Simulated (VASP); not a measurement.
Write the native input for VASP 6.6.1 that does the following.

* Task: relaxation of shape and atoms at fixed volume
* Functional: PBE
* Potentials or basis: VASP PAW PBE potentials, release 64 (V_sv, O)
* Cutoff: 600 eV
* k mesh: 6 × 6 × 10
* Occupations: gaussian, width 0.02 eV
* Spin: collinear spin, ferromagnetic start
* Starting moments: [0.95, 0.95, 0.0, 0.0, 0.0, 0.0] μB
* Hubbard terms: V d U = 3.25 eV
* Dipole correction: no
* Further INCAR settings: ALGO = Normal; EDIFF = 1e-07; IBRION = 2; EDIFFG = -0.01; NSW = 50; ISIF = 4

The structure of VO2 lies in POSCAR:

```
VO2
1.0
    4.6345197503      0.0000000000      0.0000000000
    0.0000000000      4.6345197503      0.0000000000
    0.0000000000      0.0000000000      3.1126090032
V O
2 4
Direct
    0.0000000000      0.0000000000      0.0000000000
    0.5000000000      0.5000000000      0.5000000000
    0.2992167434      0.2992167434      0.0000000000
    0.2007832566      0.7992167434      0.5000000000
    0.7007832566      0.7007832566      0.0000000000
    0.7992167434      0.2007832566      0.5000000000
```

The input as run:

INCAR

```
ALGO = Normal ; EDIFF = 1E-7
EDIFFG = -0.01 ; ENCUT = 600
GGA = PE ; GGA_COMPAT = False
IBRION = 2 ; ISIF = 4
ISMEAR = 0 ; ISPIN = 2
KPAR = 4 ; LASPH = True
LCHARG = False ; LDAU = True
LDAUJ = 0 0 ; LDAUL = 2 -1
LDAUPRINT = 1 ; LDAUTYPE = 2
LDAUU = 3.25 0 ; LMAXMIX = 4
LORBIT = 11 ; LREAL = False
LWAVE = False ; MAGMOM = 0.95 0.95 0 0 0 0
NELM = 200 ; NELMIN = 4
NSW = 50 ; PREC = Accurate
SIGMA = 0.02
```

KPOINTS

```
k-points
0
Gamma
  6 6 10
```

Potentials or basis: VASP PAW PBE potentials, release 64 (V_sv, O).

Launch:

```bash
$ cat potpaw_PBE.64/V_sv/POTCAR potpaw_PBE.64/O/POTCAR > POTCAR
$ mpirun -np 4 vasp_std > vasp.out
```

Results of the run:

```
Energy gained by relaxing                             : 0.4 meV/atom
Ionic steps                                           : 5
Pressure after relaxing                               : -15.5 GPa
Band gap on the k mesh                                : 0.74 eV (least direct gap 0.95 eV)
Net moment                                            : 2.00 μB per cell
Site moments                                          : V +1.11; O -0.07 μB
Valence electrons inside the program's atomic spheres : V 11.16; O 5.00
```

Caveat: semilocal functionals underestimate gaps, and a narrow one can read as zero.

It took 2.4 min on 4 MPI ranks on Intel(R) Xeon(R) 6975P-C (Granite Rapids), with other jobs on the host, peak memory 0.38 GiB a rank.
